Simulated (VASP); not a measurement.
A run of VASP 6.6.1:

File INCAR:

```
PREC = Accurate
ENCUT = 520
EDIFF = 1E-6
ISMEAR = 0
SIGMA = 0.15
LREAL = False
LASPH = True
NELM = 100
ALGO = Normal
ISIF = 2
LWAVE = False
LCHARG = False
NBANDS = 11
```

KPOINTS

```
Automatic mesh
0
Gamma
  21 21 6
```

POSCAR

```
C
1.0
    2.5180000000      0.0000000000      0.0000000000
   -1.2590000000      2.1806519667      0.0000000000
    0.0000000000      0.0000000000      7.5011000000
C
2
Direct
    0.3333333333      0.6666666667      0.0000000000
    0.6666666667      0.3333333333      0.0000000000
```

Potentials or basis: VASP PAW LDA potentials, release 64 (C).

Command:

```bash
$ cat potpaw_LDA.64/C/POTCAR > POTCAR
$ mpirun -np 1 vasp_std > vasp.out
```

Hardware: 1 thread of Intel Xeon 8259CL, on a shared host.

Question: Estimate the wall time of this run.

Answer: Run time: 2.1 min on 1 thread of Intel Xeon 8259CL, with other jobs on the host, peak memory 0.18 GiB. Counts: scf iterations 15, k points 192.
